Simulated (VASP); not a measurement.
# MnCdSe3 (Pm-3m) in VASP: notebook

MnCdSe3 is run at these levels: PBE; tasks: single point.

All numbers are computed with VASP 6.6.1; they aren't measurements. Logs are shortened: lines on timing, memory, paths and dates and some standing lists are left out, and cuts for length are marked.

## 1. The cell of the first run

It takes space group Pm-3m (No. 221, cubic). Conventional cell: a = 4.872 Å, b = 4.872 Å, c = 4.872 Å, α = 90.00°, β = 90.00°, γ = 90.00°. Mn (site symmetry m-3m) has 6 Se at 2.44 Å within 3.2 Å. Cd (site symmetry m-3m) has 12 Se at 3.45 Å and 8 Mn at 4.22 Å within 4.5 Å. Se (site symmetry 4/mmm) has 2 Mn at 2.44 Å within 3.2 Å.

## 2. Single point, PBE, collinear spin, ferromagnetic start

File INCAR:

```
SYSTEM = MnCdSe3
PREC = Accurate
ENCUT = 520
EDIFF = 1E-6
ISMEAR = 0
SIGMA = 0.1
LREAL = .FALSE.
LASPH = .TRUE.
NELM = 150
ALGO = Normal
ISIF = 2
LWAVE = .FALSE.
LCHARG = .TRUE.
ISPIN = 2
MAGMOM = 3.63 0 0 0 0
LORBIT = 11
LMAXMIX = 4
GGA = PE
LELF = .TRUE.
LVHAR = .TRUE.
NBANDS = 34
```

File KPOINTS:

```
Automatic mesh
0
G
  8 8 8
  0 0 0
```

File POSCAR:

```
MnCdSe3
1.0
    4.8722083624      0.0000000000      0.0000000000
    0.0000000000      4.8722083624      0.0000000000
    0.0000000000      0.0000000000      4.8722083624
Mn Cd Se
1 1 3
Direct
    0.0000000000      0.0000000000      0.0000000000
    0.5000000000      0.5000000000      0.5000000000
    0.5000000000      0.0000000000      0.0000000000
    0.0000000000      0.5000000000      0.0000000000
    0.0000000000      0.0000000000      0.5000000000
```

Potentials or basis: VASP PAW PBE potentials, release 64 (Mn_pv, Cd, Se).

Run with:

```
cat potpaw_PBE.64/Mn_pv/POTCAR potpaw_PBE.64/Cd/POTCAR potpaw_PBE.64/Se/POTCAR > POTCAR
mpirun -np 1 vasp_std > vasp.out
```

OUTCAR:

```text
SYSTEM = MnCdSe3
   PREC = Accurate
   ENCUT = 520
   EDIFF = 1E-6
   ISMEAR = 0
   LREAL = .FALSE.
   LASPH = .TRUE.
   NELM = 150
   ISIF = 2
   ISPIN = 2
   LORBIT = 11
   GGA = PE

 ion  position               nearest neighbor table
   1  0.000  0.000  0.000-   3 2.44   4 2.44   5 2.44   5 2.44   4 2.44   3 2.44
   2  0.500  0.500  0.500-
   3  0.500  0.000  0.000-   1 2.44   1 2.44
   4  0.000  0.500  0.000-   1 2.44   1 2.44
   5  0.000  0.000  0.500-   1 2.44   1 2.44

  LATTYP: Found a simple cubic cell.
 ALAT       =     4.8722083624

  Lattice vectors:

 A1 = (   4.8722083624,   0.0000000000,   0.0000000000)
 A2 = (   0.0000000000,   4.8722083624,   0.0000000000)
 A3 = (   0.0000000000,   0.0000000000,   4.8722083624)

Analysis of symmetry for initial positions (statically):
=====================================================================
 Subroutine PRICEL returns:
 Original cell was already a primitive cell.

 Routine SETGRP: Setting up the symmetry group for a
 simple cubic supercell.

 Subroutine GETGRP returns: Found 48 space group operations
 (whereof 48 operations were pure point group operations)
 out of a pool of 48 trial point group operations.

The static configuration has the point symmetry O_h .

Analysis of symmetry for dynamics (positions and initial velocities):
=====================================================================
 Subroutine PRICEL returns:
 Original cell was already a primitive cell.

 Routine SETGRP: Setting up the symmetry group for a
 simple cubic supercell.

 Subroutine GETGRP returns: Found 48 space group operations
 (whereof 48 operations were pure point group operations)
 out of a pool of 48 trial point group operations.

The dynamic configuration has the point symmetry O_h .

Analysis of structural, dynamic, and magnetic symmetry:
=====================================================================
 Subroutine PRICEL returns:
 Original cell was already a primitive cell.

 Routine SETGRP: Setting up the symmetry group for a
 simple cubic supercell.

 Subroutine GETGRP returns: Found 48 space group operations
 (whereof 48 operations were pure point group operations)
 out of a pool of 48 trial point group operations.

The overall configuration has the point symmetry O_h .

 Subroutine INISYM returns: Found 48 space group operations
 (whereof 48 operations are pure point group operations),
 and found     1 'primitive' translations

----------------------------------------------------------------------------------------

                                     Primitive cell

  volume of cell :     115.6585

  direct lattice vectors                    reciprocal lattice vectors
     4.872208362  0.000000000  0.000000000     0.205245738  0.000000000  0.000000000
     0.000000000  4.872208362  0.000000000     0.000000000  0.205245738  0.000000000
     0.000000000  0.000000000  4.872208362     0.000000000  0.000000000  0.205245738

  length of vectors
     4.872208362  4.872208362  4.872208362     0.205245738  0.205245738  0.205245738

  position of ions in fractional coordinates (direct lattice)
     0.000000000  0.000000000  0.000000000
     0.500000000  0.500000000  0.500000000
     0.500000000  0.000000000  0.000000000
     0.000000000  0.500000000  0.000000000
     0.000000000  0.000000000  0.500000000

  ion indices of the primitive-cell ions
   primitive index   ion index
                 1           1
                 2           2
                 3           3
                 4           4
                 5           5

----------------------------------------------------------------------------------------

 KPOINTS: Automatic mesh

Automatic generation of k-mesh.
 Grid dimensions read from file:
 generate k-points for:    8    8    8

 Generating k-lattice:

  Cartesian coordinates                     Fractional coordinates (reciprocal lattice)
     0.025655717  0.000000000  0.000000000     0.125000000  0.000000000  0.000000000
     0.000000000  0.025655717  0.000000000     0.000000000  0.125000000  0.000000000
     0.000000000  0.000000000  0.025655717     0.000000000  0.000000000  0.125000000

  Length of vectors
     0.025655717  0.025655717  0.025655717

  Shift w.r.t. Gamma in fractional coordinates (k-lattice)
     0.000000000  0.000000000  0.000000000

 Subroutine IBZKPT returns following result:
 ===========================================

 Found     35 irreducible k-points:

 Following reciprocal coordinates:
            Coordinates               Weight
  0.000000  0.000000  0.000000      1.000000
  0.125000  0.000000  0.000000      6.000000
  0.250000  0.000000  0.000000      6.000000
  0.375000  0.000000  0.000000      6.000000
  0.500000  0.000000  0.000000      3.000000
  0.125000  0.125000  0.000000     12.000000
[... 16 lines left out ...]
  0.375000  0.375000  0.125000     24.000000
  0.500000  0.375000  0.125000     24.000000
 [... further k-points ...]
   k-points           NKPTS =     35   k-points in BZ     NKDIM =     35   number of bands    NBANDS=     34
   number of dos      NEDOS =    301   number of ions     NIONS =      5
   total plane-waves  NPLWV =  46656
   dimension x,y,z NGX =    36 NGY =   36 NGZ =   36
   dimension x,y,z NGXF=    72 NGYF=   72 NGZF=   72
   ions per type =               1   1   3
   NGX,Y,Z   is equivalent  to a cutoff of  12.28, 12.28, 12.28 a.u.
   NGXF,Y,Z  is equivalent  to a cutoff of  24.57, 24.57, 24.57 a.u.
 SYSTEM =  MnCdSe3
   PREC   = accura    normal or accurate (medium, high low for compatibility)
   ISTART =      0    job   : 0-new  1-cont  2-samecut
   ICHARG =      2    charge: 1-file 2-atom 10-const
   ISPIN  =      2    spin polarized calculation?
   LNONCOLLINEAR =      F non collinear calculations
   LSORBIT =      F    spin-orbit coupling
   LASPH  =      T    aspherical Exc in radial PAW
   ENCUT  =  520.0 eV  38.22 Ry    6.18 a.u.   9.06  9.06  9.06*2*pi/ulx,y,z
   NELM   =    150;   NELMIN=  2; NELMDL= -5     # of ELM steps
   EDIFF  = 0.1E-05   stopping-criterion for ELM
   LREAL  =      F    real-space projection
   EDIFFG = 0.1E-04   stopping-criterion for IOM
   NSW    =      0    number of steps for IOM
   IBRION =     -1    ionic relax: 0-MD 1-quasi-New 2-CG
   NFREE  =      0    steps in history (QN), initial steepest desc. (CG)
   ISIF   =      2    stress and relaxation
   ISYM   =      2    0-nonsym 1-usesym 2-fastsym
   POTIM  = 0.5000    time-step for ionic-motion
   TEBEG  =    0.0;   TEEND  =   0.0 temperature during run
   PSTRESS=    0.0 pullay stress
   NELECT =      43.0000    total number of electrons
   NUPDOWN=      -1.0000    fix difference up-down
   EMIN   =  10.00;   EMAX   =-10.00  energy-range for DOS
   EFERMI =   0.00;   METHOD = LEGACY
   ISMEAR =     0;   SIGMA  =   0.10  broadening in eV -4-tet -1-fermi 0-gaus
   EFERMI_NEDOS =   21; number of points for ismear=-14 and -15
   IALGO  =     38    algorithm
   IMIX   =      4    mixing-type and parameters
     AMIX     =   0.40;   BMIX     =  1.00
     AMIX_MAG =   1.60;   BMIX_MAG =  1.00
  volume/ion in A,a.u.               =      23.13       156.10
  Fermi-wavevector in a.u.,A,eV,Ry     =   1.177168  2.224525 18.853928  1.385725
  Thomas-Fermi vector in A             =   2.313519
   LORBIT       =     11    0 simple, 1 ext, 2 COOP (PROOUT), +10 PAW based schemes
   GGA     = PE    functional components
   LHFCALC =     F    Hartree Fock is set to
   AEXX    =    0.0000 exact exchange contribution
   IVDW    =     0    specifies the selected vdW correction
   LEPSILON=     F    determine dielectric tensor
   LRPA    =     F    only Hartree local field effects (RPA)
 spin polarized calculation
 Gauss-broadening in eV      SIGMA  =   0.10
  energy-cutoff  :      520.00
  volume of cell :      115.66
 maximum number of plane-waves:      3136
   NGX = 19   NGY = 19   NGZ = 19

 number of electron      43.0000018 magnetization       3.2965441

 Free energy of the ion-electron system (eV)
  ---------------------------------------------------
  ext. energy  EPLUGINS =         0.00000000
  ---------------------------------------------------
  free energy    TOTEN  =       -19.95788219 eV

  energy without entropy =      -19.93945660  energy(sigma->0) =      -19.94866940

 E-fermi :   3.2515     XC(G=0):  -9.8821

 val. band max:        3.2510174724   @ k =   0.5000   0.3750   0.2500
 cond. band min:       3.2592867064   @ k =   0.5000   0.3750   0.1250
 fundamental gap:      0.0082692340
 Fermi energy:         3.2514855063

 spin component 1

 k-point     1 :       0.0000    0.0000    0.0000
  band No.  band energies     occupation
      1     -46.7542      1.00000
      2     -46.7542      1.00000
      3     -46.7542      1.00000
      4     -10.6743      1.00000
      5      -8.7889      1.00000
      6      -8.7889      1.00000
[... 853 lines left out ...]
     32      12.0120      0.00000
     33      12.7236      0.00000

 [... further k-points ...]

 spin component 2

 k-point     1 :       0.0000    0.0000    0.0000
  band No.  band energies     occupation
      1     -43.3132      1.00000
      2     -43.3132      1.00000
      3     -43.3132      1.00000
      4     -10.6489      1.00000
      5      -8.7698      1.00000
      6      -8.7698      1.00000
[... 853 lines left out ...]
     32      12.1892      0.00000
     33      12.9669      0.00000

 [... further k-points ...]

 [bands above 33 left out]

------------------------ aborting loop because EDIFF is reached ----------------------------------------

  FORCE on cell =-STRESS in cart. coord.  units (eV):
  Direction    XX          YY          ZZ          XY          YZ          ZX
  --------------------------------------------------------------------------------------
  -------------------------------------------------------------------------------------
  Total        0.0916170      0.0916170      0.0916170      0.0000000      0.0000000     -0.0000000
  in kB        1.2691383      1.2691383      1.2691383      0.0000000      0.0000000     -0.0000000
  external PRESSURE =       1.2691383 kB  Pullay stress =       0.0000000 kB

 VOLUME and BASIS-vectors are now :
 -----------------------------------------------------------------------------
  energy-cutoff  :      520.00
  volume of cell :      115.66
      direct lattice vectors                 reciprocal lattice vectors
     4.872208362  0.000000000  0.000000000     0.205245738  0.000000000  0.000000000
     0.000000000  4.872208362  0.000000000     0.000000000  0.205245738  0.000000000
     0.000000000  0.000000000  4.872208362     0.000000000  0.000000000  0.205245738

 POSITION                                       TOTAL-FORCE (eV/Angst)
 -----------------------------------------------------------------------------------
      0.00000      0.00000      0.00000         0.000000      0.000000      0.000000
      2.43610      2.43610      2.43610         0.000000      0.000000      0.000000
      2.43610      0.00000      0.00000         0.000000      0.000000      0.000000
      0.00000      2.43610      0.00000         0.000000      0.000000      0.000000
      0.00000      0.00000      2.43610         0.000000      0.000000      0.000000
 -----------------------------------------------------------------------------------
    total drift:                                0.000000      0.000000      0.000000

  FREE ENERGIE OF THE ION-ELECTRON SYSTEM (eV)
  ---------------------------------------------------
  free  energy   TOTEN  =       -19.9578821938 eV

  energy  without entropy=      -19.9394566016  energy(sigma->0) =      -19.94866940

 total charge

# of ion       s       p       d       tot
------------------------------------------
    1        0.285   6.268   5.065  11.619
    2        0.451   0.097   9.563  10.111
    3        1.485   2.268   0.032   3.785
    4        1.485   2.268   0.032   3.785
    5        1.485   2.268   0.032   3.785
--------------------------------------------------
tot          5.192  13.169  14.724  33.084

 magnetization (x)

# of ion       s       p       d       tot
------------------------------------------
    1        0.031   0.017   3.174   3.222
    2       -0.014   0.006   0.001  -0.008
    3        0.007  -0.040   0.006  -0.026
    4        0.007  -0.040   0.006  -0.026
    5        0.007  -0.040   0.006  -0.026
--------------------------------------------------
tot          0.039  -0.095   3.192   3.136
```

Run time: 5.3 min. Hardware: 1 thread of Intel Xeon Platinum 8259CL at 2.50GHz (Skylake/Cascade Lake), shared host; peak memory 0.38 GiB.

What came out:

```yaml
Free_energy: -19.9579 eV
Pressure: 0.1 GPa
Net_moment: 3.30 μB per cell
Site_moments: Mn +3.22; Cd -0.01; Se -0.03 μB
Valence_electrons_inside_the_program's_atomic_spheres: Mn 11.62; Cd 10.11; Se 3.79
```

Levels at points of the mesh, in eV from the Fermi level:
Spin up:
```csv
k point,band 20,band 21,band 22,band 23,band 24,band 25,band 26,band 27
"(0.00, 0.00, 0.00)",-1.59,-0.92,-0.92,-0.92,-0.26,-0.26,-0.26,3.60
"(0.50, 0.00, 0.00)",-1.39,-0.78,-0.78,-0.31,-0.31,-0.22,1.42,3.09
"(0.50, 0.50, 0.00)",-1.98,-1.18,-0.52,-0.52,0.69,1.12,2.97,3.53
"(0.50, 0.50, 0.50)",-1.52,-1.52,0.69,0.69,0.69,3.02,3.02,6.07
```
Spin down:
```csv
k point,band 17,band 18,band 19,band 20,band 21,band 22,band 23,band 24
"(0.00, 0.00, 0.00)",-0.87,-0.87,-0.27,-0.27,-0.27,0.19,0.19,0.19
"(0.50, 0.00, 0.00)",-2.54,-1.34,-0.30,-0.30,0.21,0.76,1.47,1.51
"(0.50, 0.50, 0.00)",-2.23,-2.19,-2.19,0.15,0.75,1.12,1.60,1.60
"(0.50, 0.50, 0.50)",-3.17,-1.69,0.74,0.74,0.74,1.39,1.39,1.39
```

Caveat: a cell with one magnetic atom can't hold antiferromagnetic order, which such compounds often take; semilocal functionals often make such compounds metallic where correlation or magnetic order opens a gap, which also shifts bond lengths. With open d or f shells a metallic result of PBE can be an artefact of self-interaction; +U or a hybrid may open a gap.

## 3. Single point, PBE, collinear spin, ferromagnetic start

This run uses another cell than the first one, of 23.96 Å³/atom, 1.036 times its volume.

File INCAR:

```
PREC = Accurate
ENCUT = 520
EDIFF = 1E-7
ISMEAR = 0
SIGMA = 0.1
LREAL = F
LASPH = T
NELM = 150
ALGO = Normal
ISIF = 2
LWAVE = F
LCHARG = F
ISPIN = 2
MAGMOM = 4 0 0 0 0
LORBIT = 11
LMAXMIX = 4
GGA = PE
NBANDS = 34
```

File KPOINTS:

```
regular mesh
0
Gamma
  4 4 4
```

Changes to POSCAR since step 2:

```diff
@@ -2,5 +2,5 @@
 1.0
-    4.8722083624      0.0000000000      0.0000000000
-    0.0000000000      4.8722083624      0.0000000000
-    0.0000000000      0.0000000000      4.8722083624
+    4.9296986200      0.0000000000      0.0000000000
+    0.0000000000      4.9296986200      0.0000000000
+    0.0000000000      0.0000000000      4.9296986200
 Mn Cd Se
```

Potentials or basis: VASP PAW PBE potentials, release 64 (Mn_pv, Cd, Se).

Run with:

```
cat potpaw_PBE.64/Mn_pv/POTCAR potpaw_PBE.64/Cd/POTCAR potpaw_PBE.64/Se/POTCAR > POTCAR
mpirun -np 1 vasp_std > vasp.out
```

Run time: 3.1 min. Hardware: 1 thread of Intel Xeon Platinum 8259CL at 2.50GHz (Skylake/Cascade Lake), shared host; peak memory 0.31 GiB.

It converged, with:

```yaml
Free_energy: -19.8943 eV
Pressure: -1.1 GPa
Net_moment: 3.29 μB per cell
Site_moments: Mn +3.39; Cd +0.02; Se -0.08 μB
Valence_electrons_inside_the_program's_atomic_spheres: Mn 11.55; Cd 10.09; Se 3.78
```

Levels at points of the mesh, in eV from the Fermi level:
Spin up:
```
           k point  band 19  band 20  band 21  band 22  band 23  band 24  band 25  band 26  band 27  band 28
(0.00, 0.00, 0.00)    -1.81    -1.56    -0.73    -0.73    -0.73    -0.14    -0.14    -0.14     3.43     5.97
(0.50, 0.00, 0.00)    -1.81    -1.19    -0.71    -0.71    -0.27    -0.17    -0.17     1.38     3.11     5.28
(0.50, 0.50, 0.00)    -2.02    -1.97    -1.24    -0.45    -0.45     0.80     1.08     2.84     3.60     5.34
(0.50, 0.50, 0.50)    -1.49    -1.49    -1.49     0.79     0.79     0.79     2.89     2.89     6.05     6.05
```
Spin down:
| k point | band 16 | band 17 | band 18 | band 19 | band 20 | band 21 | band 22 | band 23 | band 24 | band 25 |
| --- | --- | --- | --- | --- | --- | --- | --- | --- | --- | --- |
| (0.00, 0.00, 0.00) | -0.78 | -0.78 | -0.78 | -0.20 | -0.20 | -0.20 | 0.39 | 0.39 | 0.39 | 0.90 |
| (0.50, 0.00, 0.00) | -2.34 | -2.34 | -1.22 | -0.24 | -0.24 | 0.41 | 0.90 | 1.42 | 1.61 | 1.61 |
| (0.50, 0.50, 0.00) | -2.05 | -2.05 | -2.04 | -2.04 | 0.22 | 0.74 | 1.23 | 1.69 | 1.69 | 2.12 |
| (0.50, 0.50, 0.50) | -2.92 | -2.92 | -1.58 | 0.74 | 0.74 | 0.74 | 1.51 | 1.51 | 1.51 | 4.42 |

Caveat: a cell with one magnetic atom can't hold antiferromagnetic order, which such compounds often take; semilocal functionals often make such compounds metallic where correlation or magnetic order opens a gap, which also shifts bond lengths. With open d or f shells a metallic result of PBE can be an artefact of self-interaction; +U or a hybrid may open a gap.
